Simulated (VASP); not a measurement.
Ta5Si3N, 18 atoms in the cell. It takes space group P6_3/mcm (No. 193, hexagonal). Conventional cell: a = 7.138 Å, b = 7.138 Å, c = 5.081 Å, α = 90.00°, β = 90.00°, γ = 120.00°. Ta (site symmetry m2m) has 2 N at 2.13 Å and 3 Si at 2.52 to 2.54 Å within 2.8 Å. Ta (site symmetry 32) has 6 Si at 2.51 Å and 8 Ta at 2.54 to 3.06 Å within 3.3 Å. Within 3.3 Å of Si (site symmetry m2m) lie 9 Ta at 2.51 to 2.80 Å and 2 Si at 2.88 Å and 2 N at 3.16 Å. Within 2.8 Å of N (site symmetry -3m) lie 6 Ta at 2.13 Å and 2 N at 2.54 Å.  This cell differs from its parent crystal: volume scaled by 0.88, then relaxed in part.

* Program: VASP 6.6.1
* Task: single point
* Functional: PBEsol
* Potentials or basis: VASP PAW PBE potentials, release 64 (Ta_pv, Si, N)
* Cutoff: 520 eV
* k mesh: 6 × 6 × 8
* Occupations: gaussian, width 0.1 eV
* Spin: no spin polarisation
* Dipole correction: no
* Further INCAR settings: LREAL = Auto; ALGO = Normal; EDIFF = 1e-07; NBANDS = 87

Potentials or basis: VASP PAW PBE potentials, release 64 (Ta_pv, Si, N).

The run is started by

```bash
$ cat potpaw_PBE.64/Ta_pv/POTCAR potpaw_PBE.64/Si/POTCAR potpaw_PBE.64/N/POTCAR > POTCAR
$ mpirun -np 1 vasp_std > vasp.out
```

Hardware: 1 thread of Intel Xeon 6975P-C (shared host).

Question: Estimate the wall time of this run.

Answer: It took 28 min on 1 thread of Intel Xeon 6975P-C, with other jobs on the host, peak memory 0.61 GiB. Counts: scf iterations 17, k points 35.
